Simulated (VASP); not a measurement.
Input of a VASP 6.6.1 run:

The input INCAR:

```
PREC = Accurate
ENCUT = 520
EDIFF = 1E-7
ISMEAR = 0
SIGMA = 0.1
LREAL = F
LASPH = T
NELM = 150
ALGO = Normal
ISIF = 2
LWAVE = F
LCHARG = F
ISPIN = 2
MAGMOM = 0 1 1 1 1
LORBIT = 11
GGA = PE
NBANDS = 30
```

KPOINTS

```
Automatic mesh
0
Gamma
  4 4 4
```

POSCAR

```
GaO4
1.0
    4.0134278945      0.0000000000      0.0000000000
    0.0000000000      4.0134278945      0.0000000000
    0.0000000000      0.0000000000      4.0134278945
Ga O
1 4
Direct
    0.0000000000      0.0000000000      0.0000000000
    0.2692485714      0.7307514286      0.7307514286
    0.7307514286      0.2692485714      0.7307514286
    0.7307514286      0.7307514286      0.2692485714
    0.2692485714      0.2692485714      0.2692485714
```

Potentials or basis: VASP PAW PBE potentials, release 64 (Ga_d, O).

Run with:

```console
$ cat potpaw_PBE.64/Ga_d/POTCAR potpaw_PBE.64/O/POTCAR > POTCAR
$ mpirun -np 1 vasp_std > vasp.out
```

**Question.** Predict the band gap on the k mesh.

**Answer.** Zero (filled and empty bands overlap).

**Question.** Estimate the largest force.

**Answer.** 0.067 eV/Å.

**Question.** Estimate the net moment.

**Answer.** 5.00 μB per cell.

**Question.** Predict the pressure.

**Answer.** -0.1 GPa.

Forces in eV/Å, atoms in the order of the input:
```
Ga   0.000  0.000  0.000
O    0.039 -0.039 -0.039
O   -0.039  0.039 -0.039
O   -0.039 -0.039  0.039
O    0.039  0.039  0.039
```

Caveat: the k points lie up to 0.39 Å⁻¹ apart, too coarse for converged energies and pressures of a metal.
